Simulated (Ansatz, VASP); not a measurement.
**SrW2: VASP beside Ansatz**

```
Sr W
1.0
     5.01364    0.00000    0.00000
    -2.50682    4.34194    0.00000
     0.00000    0.00000    3.16768
Sr W
1 2
Direct
  0.00000 0.00000 0.00000
  0.66667 0.33333 0.95584
  0.33333 0.66667 0.04416
```

Change from the starting cell: species swapped into the TbHg2 type (P-3m1, No. 164).

Alike in both runs: task relaxation of cell and atoms; functional PBE; k mesh 6 × 6 × 6; occupations gaussian, width 0.1 eV; no spin polarisation.

```csv
,VASP,Ansatz
version,VASP 6.6.1,Ansatz 0.2.0
potentials or method,"VASP PAW PBE potentials, release 64 (Sr_sv, W_sv), cutoff 600 eV","scalar-relativistic, plane waves, PAW"
valence electrons in the cell,38,38
```

```tsv
	VASP	Ansatz	Ansatz less VASP
gap on the k mesh at the Fermi level, each at its own relaxed structure (eV)	none	none	-
relaxed volume (Å³/atom)	19.91	19.84	-0.067
relaxed length of the cell vector where the two differ most in proportion (Å)	4.955	4.949	-0.0063
```

A gap of «none» marks a metal or a gap that the smearing closes.

Neither program's run includes spin-orbit coupling.
